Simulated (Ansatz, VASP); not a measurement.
## SnO2: VASP beside Ansatz

POSCAR

```
SnO2
1.0
    1.6268070181      0.9392374698      4.2380322577
   -1.6268070181      0.9392374698      4.2380322577
    0.0000000000     -1.8784749396      4.2380322577
Sn O
1 2
Direct
    0.5000000000      0.5000000000      0.5000000000
    0.2412464623      0.2412464623      0.2412464623
    0.7587535377      0.7587535377      0.7587535377
```

Contents of INCAR.step1:

```
  PREC = Accurate
  ENCUT = 520
  ISMEAR = 0
  SIGMA = 0.05
  LREAL = F
  LASPH = T
  NELM = 100
  NBANDS = 20
  GGA = PE
  ALGO = Normal
  EDIFF = 1E-4
  LWAVE = T
  LCHARG = F
```

Contents of INCAR.step2:

```
  PREC = Accurate
  ENCUT = 520
  EDIFF = 1E-6
  ISMEAR = 0
  SIGMA = 0.05
  LREAL = F
  LASPH = T
  NELM = 100
  ALGO = Normal
  ISIF = 2
  LWAVE = F
  LCHARG = F
  METAGGA = R2SCAN
  LMIXTAU = T
  NBANDS = 20
  ISTART = 1
```

File KPOINTS:

```
regular mesh
0
Gamma
  12 12 12
```

Input for Ansatz:

```yaml
crystal:
  lattice:
    - [1.6268070181, 0.9392374698, 4.2380322577]
    - [-1.6268070181, 0.9392374698, 4.2380322577]
    - [0.0, -1.8784749396, 4.2380322577]
  atoms:
    - { symbol: Sn, position: [0.5, 0.5, 0.5] }
    - { symbol: O, position: [0.2412464623, 0.2412464623, 0.2412464623] }
    - { symbol: O, position: [0.7587535377, 0.7587535377, 0.7587535377] }
basis:
  ecutwfc: 500
kpoints:
  mp_grid: { grid: [12, 12, 12] }
hamiltonian:
  xc: r2scan
scf:
  occupations: { method: gaussian, width: 0.05 }
output:
  forces: true
  stress: true
  eigenvalues: true
```

Alike in both runs: task single point; functional r2SCAN; k mesh 12 × 12 × 12; occupations gaussian, width 0.05 eV; no spin polarisation.

|  | VASP | Ansatz |
| --- | --- | --- |
| version | VASP 6.6.1 | Ansatz 0.2.0 |
| potentials or method | VASP PAW PBE potentials, release 64 (Sn_d, O), cutoff 520 eV | scalar-relativistic, plane waves, PAW |
| valence electrons in the cell | 26 | 26 |

Ansatz gave:

```
gap on the k mesh at the Fermi level (eV)                     : 2.13
least direct gap on the mesh (eV)                             : 2.13
pressure (GPa)                                                : -2.8
traceless stress, the component that is largest in VASP (GPa) : 3.14
rms of the force components (eV/Å)                            : 0.032
```

Which values does VASP return?

gap on the k mesh at the Fermi level (eV): 2.13; least direct gap on the mesh (eV): 2.13; pressure (GPa): -1.7; traceless stress, the component that is largest in VASP (GPa): 2.44; rms of the force components (eV/Å): 0.069.

VASP's potentials were made for PBE, not for r2SCAN. Atom by atom the forces differ by 0.037 eV/Å (rms over components).
